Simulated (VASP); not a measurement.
Write the native input for VASP 6.6.1 that does the following.

| Quantity | Value |
| --- | --- |
| Task | single point |
| Functional | PBEsol |
| Potentials or basis | VASP PAW PBE potentials, release 64 (Cd, S) |
| Cutoff | 520 eV |
| k mesh | 6 × 6 × 6 |
| Occupations | fermi-dirac, width 0.05 eV |
| Spin | no spin polarisation |
| Dipole correction | no |
| Further INCAR settings | ALGO = Normal; EDIFF = 1e-07; NBANDS = 16 |

The structure of CdS (Hawleyite) lies in POSCAR:

```
CdS
1.0
    0.0437475000      2.9165000000      2.9165000000
    2.9165000000      0.0437475000      2.9165000000
    2.9602475000      2.9602475000      0.0000000000
Cd S
1 1
Direct
    0.0000000000      0.0000000000      0.0000000000
    0.2500000000      0.2500000000      0.2500000000
```

These files were run (other wordings do the same):

INCAR

```
SYSTEM = CdS
ALGO = Normal
EDIFF = 1E-7
ENCUT = 520
GGA = PS
ISIF = 2
ISMEAR = -1
LASPH = .True.
LCHARG = .False.
LREAL = .False.
LWAVE = .False.
NBANDS = 16
NELM = 80
PREC = Accurate
SIGMA = 0.05
```

KPOINTS

```
k-points
0
Gamma
  6 6 6
  0 0 0
```

Potentials or basis: VASP PAW PBE potentials, release 64 (Cd, S).

Command:

```console
$ cat potpaw_PBE.64/Cd/POTCAR potpaw_PBE.64/S/POTCAR > POTCAR
$ mpirun -np 1 vasp_std > vasp.out
```

Results of the run:

```yaml
Pressure: 0.2 GPa
Largest_force: 0.197 eV/Å
Band_gap_on_the_k_mesh: 0.96 eV, direct
```

Caveat: the PAW data sets were made with another functional, which shifts forces and pressure a little.

Wall time 13 s on 1 thread of Intel(R) Xeon(R) 6975P-C (Granite Rapids), with other jobs on the host, peak memory 0.19 GiB.
